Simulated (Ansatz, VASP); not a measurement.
ScSi10 in VASP and in Ansatz

```xyz
11
Lattice="5.8807 0.0000 0.0000 -2.9403 5.0928 0.0000 0.0000 0.0000 6.4517" Properties=species:S:1:pos:R:3 pbc="T T T"
Sc    0.0000    0.0000    0.0000
Si    0.0000    3.3952    1.1940
Si    0.0000    3.3952    5.2577
Si    2.9403    1.6976    5.2577
Si    2.9403    1.6976    1.1940
Si    1.6123    0.0000    4.1860
Si   -0.8061    1.3963    4.1860
Si    2.1342    3.6965    4.1860
Si   -2.1342    3.6965    2.2657
Si    4.2684    0.0000    2.2657
Si    0.8061    1.3963    2.2657
```

Alike in both runs: task single point; functional PBE; k mesh 6 × 6 × 6; occupations gaussian, width 0.1 eV; no spin polarisation.

|  | VASP | Ansatz |
| --- | --- | --- |
| version | VASP 6.6.1 | Ansatz 0.2.0 |
| potentials or method | VASP PAW PBE potentials, release 64 (Sc_sv, Si), cutoff 520 eV | scalar-relativistic, plane waves, PAW |
| valence electrons in the cell | 51 | 51 |

Ansatz gave:

```
gap on the k mesh at the Fermi level (eV) : none
pressure (GPa)                            : 0.0
rms of the force components (eV/Å)        : 0.003
```

Q: Estimate VASP's values.

A: gap on the k mesh at the Fermi level (eV): none; pressure (GPa): -0.1; rms of the force components (eV/Å): 0.004.

Atom by atom the forces differ by 0.003 eV/Å (rms over components). A gap of «none» marks a metal or a gap that the smearing closes. With one functional, cell and mesh, what is left measures potentials, basis and numerics.
